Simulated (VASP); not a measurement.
# CsBr2 (R-3m) in VASP: single point with PBE

Aim: the single point of CsBr2 with PBE.

All numbers are computed with VASP 6.6.1; they aren't measurements. Logs are shortened: lines on timing, memory, paths and dates and some standing lists are left out, and cuts for length are marked.

## (1) The cell of the first run

Symmetry: R-3m, No. 166, trigonal system. The conventional cell has a = 5.558 Å, b = 5.558 Å, c = 16.949 Å, α = 90.00°, β = 90.00°, γ = 120.00°. Within 4.6 Å of Cs (site symmetry -3m) lie 8 Br at 3.51 to 3.86 Å. Br (site symmetry 3m) has 3 Br at 3.49 Å and 4 Cs at 3.51 to 3.86 Å within 4.6 Å.

## (2) Single point, PBE

INCAR

```
PREC = Accurate
ENCUT = 520
EDIFF = 1E-7
ISMEAR = 0
SIGMA = 0.1
LREAL = False
LASPH = True
NELM = 80
ALGO = Normal
ISIF = 2
LWAVE = False
LCHARG = False
GGA = PE
NBANDS = 18
```

KPOINTS

```
regular mesh
0
Gamma
  6 6 6
```

POSCAR

```
CsBr2
1.0
    2.7788663388      1.6043792287      5.6495965922
   -2.7788663388      1.6043792287      5.6495965922
    0.0000000000     -3.2087584575      5.6495965923
Cs Br
1 2
Direct
    0.0000000000      0.0000000000      0.0000000000
    0.7929936049      0.7929936049      0.7929936049
    0.2070063951      0.2070063951      0.2070063951
```

Potentials or basis: VASP PAW PBE potentials, release 64 (Cs_sv, Br).

Run with:

```
$ cat potpaw_PBE.64/Cs_sv/POTCAR potpaw_PBE.64/Br/POTCAR > POTCAR
$ mpirun -np 1 vasp_std > vasp.out
```

OUTCAR:

```text
PREC = Accurate
   ENCUT = 520
   EDIFF = 1E-7
   ISMEAR = 0
   LREAL = False
   LASPH = True
   NELM = 80
   ISIF = 2
   GGA = PE

 ion  position               nearest neighbor table
   1  0.000  0.000  0.000-
   2  0.793  0.793  0.793-
   3  0.207  0.207  0.207-

  LATTYP: Found a trigonal (rhomboedric) cell.
 ALAT       =     6.4972357578
 COS(alpha) =     0.6341457873

  Lattice vectors:

 A1 = (   2.7788663388,   1.6043792287,   5.6495965922)
 A2 = (  -2.7788663388,   1.6043792287,   5.6495965922)
 A3 = (   0.0000000000,  -3.2087584575,   5.6495965923)

Analysis of symmetry for initial positions (statically):
=====================================================================
 Subroutine PRICEL returns:
 Original cell was already a primitive cell.

 Routine SETGRP: Setting up the symmetry group for a
 trigonal (rhombohedral) supercell.

 Subroutine GETGRP returns: Found 12 space group operations
 (whereof 12 operations were pure point group operations)
 out of a pool of 12 trial point group operations.

The static configuration has the point symmetry D_3d.

Analysis of symmetry for dynamics (positions and initial velocities):
=====================================================================
 Subroutine PRICEL returns:
 Original cell was already a primitive cell.

 Routine SETGRP: Setting up the symmetry group for a
 trigonal (rhombohedral) supercell.

 Subroutine GETGRP returns: Found 12 space group operations
 (whereof 12 operations were pure point group operations)
 out of a pool of 12 trial point group operations.

The dynamic configuration has the point symmetry D_3d.

 Subroutine INISYM returns: Found 12 space group operations
 (whereof 12 operations are pure point group operations),
 and found     1 'primitive' translations

----------------------------------------------------------------------------------------

                                     Primitive cell

  volume of cell :     151.1275

  direct lattice vectors                    reciprocal lattice vectors
     2.778866339  1.604379229  5.649596592     0.179929489  0.103882339  0.059001263
    -2.778866339  1.604379229  5.649596592    -0.179929489  0.103882339  0.059001263
     0.000000000 -3.208758458  5.649596592     0.000000000 -0.207764678  0.059001263

  length of vectors
     6.497235758  6.497235758  6.497235758     0.215979884  0.215979884  0.215979884

  position of ions in fractional coordinates (direct lattice)
     0.000000000  0.000000000  0.000000000
     0.792993605  0.792993605  0.792993605
     0.207006395  0.207006395  0.207006395

  ion indices of the primitive-cell ions
   primitive index   ion index
                 1           1
                 2           2
                 3           3

----------------------------------------------------------------------------------------

 KPOINTS: regular mesh

Automatic generation of k-mesh.
 Grid dimensions read from file:
 generate k-points for:    6    6    6

 Generating k-lattice:

  Cartesian coordinates                     Fractional coordinates (reciprocal lattice)
     0.029988248  0.017313723  0.009833544     0.166666667  0.000000000  0.000000000
    -0.029988248  0.017313723  0.009833544     0.000000000  0.166666667  0.000000000
     0.000000000 -0.034627446  0.009833544    -0.000000000 -0.000000000  0.166666667

  Length of vectors
     0.035996647  0.035996647  0.035996647

  Shift w.r.t. Gamma in fractional coordinates (k-lattice)
     0.000000000  0.000000000  0.000000000

 Subroutine IBZKPT returns following result:
 ===========================================

 Found     32 irreducible k-points:

 Following reciprocal coordinates:
            Coordinates               Weight
  0.000000  0.000000  0.000000      1.000000
  0.166667  0.000000 -0.000000      6.000000
  0.333333  0.000000  0.000000      6.000000
  0.500000  0.000000 -0.000000      3.000000
  0.166667  0.166667 -0.000000      6.000000
  0.333333  0.166667  0.000000     12.000000
[... 16 lines left out ...]
  0.500000  0.500000  0.166667      6.000000
 -0.333333  0.500000  0.166667     12.000000
 [... further k-points ...]
   k-points           NKPTS =     32   k-points in BZ     NKDIM =     32   number of bands    NBANDS=     18
   number of dos      NEDOS =    301   number of ions     NIONS =      3
   total plane-waves  NPLWV = 110592
   dimension x,y,z NGX =    48 NGY =   48 NGZ =   48
   dimension x,y,z NGXF=    96 NGYF=   96 NGZF=   96
   ions per type =               1   2
   NGX,Y,Z   is equivalent  to a cutoff of  12.28, 12.28, 12.28 a.u.
   NGXF,Y,Z  is equivalent  to a cutoff of  24.56, 24.56, 24.56 a.u.
 SYSTEM =  unknown system
   PREC   = accura    normal or accurate (medium, high low for compatibility)
   ISTART =      0    job   : 0-new  1-cont  2-samecut
   ICHARG =      2    charge: 1-file 2-atom 10-const
   ISPIN  =      1    spin polarized calculation?
   LNONCOLLINEAR =      F non collinear calculations
   LSORBIT =      F    spin-orbit coupling
   LASPH  =      T    aspherical Exc in radial PAW
   ENCUT  =  520.0 eV  38.22 Ry    6.18 a.u.  12.08 12.08 12.08*2*pi/ulx,y,z
   NELM   =     80;   NELMIN=  2; NELMDL= -5     # of ELM steps
   EDIFF  = 0.1E-06   stopping-criterion for ELM
   LREAL  =      F    real-space projection
   EDIFFG = 0.1E-05   stopping-criterion for IOM
   NSW    =      0    number of steps for IOM
   IBRION =     -1    ionic relax: 0-MD 1-quasi-New 2-CG
   NFREE  =      0    steps in history (QN), initial steepest desc. (CG)
   ISIF   =      2    stress and relaxation
   ISYM   =      2    0-nonsym 1-usesym 2-fastsym
   POTIM  = 0.5000    time-step for ionic-motion
   TEBEG  =    0.0;   TEEND  =   0.0 temperature during run
   PSTRESS=    0.0 pullay stress
   NELECT =      23.0000    total number of electrons
   NUPDOWN=      -1.0000    fix difference up-down
   EMIN   =  10.00;   EMAX   =-10.00  energy-range for DOS
   EFERMI =   0.00;   METHOD = LEGACY
   ISMEAR =     0;   SIGMA  =   0.10  broadening in eV -4-tet -1-fermi 0-gaus
   EFERMI_NEDOS =   21; number of points for ismear=-14 and -15
   IALGO  =     38    algorithm
   IMIX   =      4    mixing-type and parameters
     AMIX     =   0.40;   BMIX     =  1.00
     AMIX_MAG =   1.60;   BMIX_MAG =  1.00
  volume/ion in A,a.u.               =      50.38       339.95
  Fermi-wavevector in a.u.,A,eV,Ry     =   0.874050  1.651715 10.394355  0.763964
  Thomas-Fermi vector in A             =   1.993527
   LORBIT       =      0    0 simple, 1 ext, 2 COOP (PROOUT), +10 PAW based schemes
   GGA     = PE    functional components
   LHFCALC =     F    Hartree Fock is set to
   AEXX    =    0.0000 exact exchange contribution
   IVDW    =     0    specifies the selected vdW correction
   LEPSILON=     F    determine dielectric tensor
   LRPA    =     F    only Hartree local field effects (RPA)
 non-spin polarized calculation
 Gauss-broadening in eV      SIGMA  =   0.10
  energy-cutoff  :      520.00
  volume of cell :      151.13
 maximum number of plane-waves:      4138
   NGX = 25   NGY = 25   NGZ = 25

 number of electron      22.9999999 magnetization

 Free energy of the ion-electron system (eV)
  ---------------------------------------------------
  ext. energy  EPLUGINS =         0.00000000
  ---------------------------------------------------
  free energy    TOTEN  =        -6.88029565 eV

  energy without entropy =       -6.83867061  energy(sigma->0) =       -6.85948313

 E-fermi :  -1.7359     XC(G=0):  -6.6574

 val. band max:       -1.7412228394   @ k =  -0.1667   0.1667   0.1667
 cond. band min:      -1.7191745876   @ k =   0.5000   0.5000  -0.0000
 fundamental gap:      0.0220482517
 Fermi energy:        -1.7359415727

 k-point     1 :       0.0000    0.0000    0.0000
  band No.  band energies     occupation
      1     -21.5183      2.00000
      2     -14.8824      2.00000
      3     -14.3348      2.00000
      4      -8.4008      2.00000
      5      -8.3375      2.00000
      6      -8.3375      2.00000
[... 10 lines left out ...]
     17       6.5380      0.00000
     18       6.7029      0.00000

 k-point     2 :       0.1667    0.0000   -0.0000
  band No.  band energies     occupation
      1     -21.5169      2.00000
      2     -14.8541      2.00000
      3     -14.3704      2.00000
      4      -8.3957      2.00000
      5      -8.3565      2.00000
      6      -8.3440      2.00000
[... 10 lines left out ...]
     17       6.5703      0.00000
     18       6.7285      0.00000

 k-point     3 :       0.3333    0.0000    0.0000
  band No.  band energies     occupation
      1     -21.5140      2.00000
      2     -14.7762      2.00000
      3     -14.4637      2.00000
      4      -8.4171      2.00000
      5      -8.3570      2.00000
      6      -8.3562      2.00000
[... 10 lines left out ...]
     17       6.2479      0.00000
     18       6.6856      0.00000

 k-point     4 :       0.5000    0.0000   -0.0000
  band No.  band energies     occupation
      1     -21.5126      2.00000
      2     -14.7066      2.00000
      3     -14.5414      2.00000
      4      -8.4363      2.00000
      5      -8.3634      2.00000
      6      -8.3443      2.00000
[... 375 lines left out ...]
      4      -8.4193      2.00000
      5      -8.3812      2.00000
      6      -8.3360      2.00000
[... 10 lines left out ...]
     17       6.0315      0.00000
     18       6.5023      0.00000

 k-point    23 :       0.5000    0.5000    0.1667
  band No.  band energies     occupation
      1     -21.5122      2.00000
      2     -14.7967      2.00000
      3     -14.4645      2.00000
      4      -8.4130      2.00000
      5      -8.3773      2.00000
      6      -8.2593      2.00000
[... 10 lines left out ...]
     17       5.9567      0.00000
     18       6.4955      0.00000

 k-point    24 :      -0.3333    0.5000    0.1667
  band No.  band energies     occupation
      1     -21.5114      2.00000
      2     -14.7289      2.00000
      3     -14.5328      2.00000
      4      -8.4195      2.00000
      5      -8.3908      2.00000
      6      -8.2828      2.00000
[... 10 lines left out ...]
     17       6.2794      0.00000
     18       6.6230      0.00000

 [... further k-points ...]
[... 5 lines left out ...]
  --------------------------------------------------------------------------------------
  -------------------------------------------------------------------------------------
  Total        0.0429473      0.0429473      0.0578049      0.0000000     -0.0000000      0.0000000
  in kB        0.4553056      0.4553056      0.6128189      0.0000000     -0.0000000      0.0000000
  external PRESSURE =       0.5078100 kB  Pullay stress =       0.0000000 kB

 VOLUME and BASIS-vectors are now :
 -----------------------------------------------------------------------------
  energy-cutoff  :      520.00
  volume of cell :      151.13
      direct lattice vectors                 reciprocal lattice vectors
     2.778866339  1.604379229  5.649596592     0.179929489  0.103882339  0.059001263
    -2.778866339  1.604379229  5.649596592    -0.179929489  0.103882339  0.059001263
     0.000000000 -3.208758458  5.649596592     0.000000000 -0.207764678  0.059001263

 POSITION                                       TOTAL-FORCE (eV/Angst)
 -----------------------------------------------------------------------------------
      0.00000      0.00000      0.00000         0.000000      0.000000      0.000000
      0.00000     -0.00000     13.44028         0.000000      0.000000     -0.009737
      0.00000     -0.00000      3.50851         0.000000     -0.000000      0.009737
 -----------------------------------------------------------------------------------
    total drift:                                0.000000      0.000000     -0.000000

  FREE ENERGIE OF THE ION-ELECTRON SYSTEM (eV)
  ---------------------------------------------------
  free  energy   TOTEN  =        -6.8802956476 eV

  energy  without entropy=       -6.8386706083  energy(sigma->0) =       -6.85948313
```

It took 64 s on 1 thread of Intel Xeon Platinum 8488C (Sapphire Rapids), shared host; peak memory 0.35 GiB.

What came out:

* Free energy: -6.8803 eV
* Pressure: 0.1 GPa
* Largest force: 0.010 eV/Å

Forces in eV/Å, atoms in the order of the input:
```
Cs   0.000  0.000  0.000
Br   0.000  0.000 -0.010
Br   0.000  0.000  0.010
```

Levels at points of the mesh, in eV from the Fermi level:
| k point | band 10 | band 11 | band 12 | band 13 | band 14 | band 15 |
| --- | --- | --- | --- | --- | --- | --- |
| (0.00, 0.00, 0.00) | -0.51 | -0.20 | -0.20 | 4.38 | 6.54 | 6.54 |
| (0.50, 0.00, 0.00) | -0.45 | -0.19 | 0.04 | 5.70 | 6.82 | 6.85 |
| (0.50, 0.50, 0.00) | -0.61 | -0.01 | 0.02 | 5.63 | 6.93 | 6.93 |
| (0.50, 0.50, 0.50) | -0.80 | -0.31 | -0.31 | 5.33 | 6.46 | 6.79 |

Caveat: spin-orbit coupling is left out, which moves the levels of the heavy elements; an odd number of electrons without spin polarisation forces a metal; a magnetic or distorted state may lie lower.
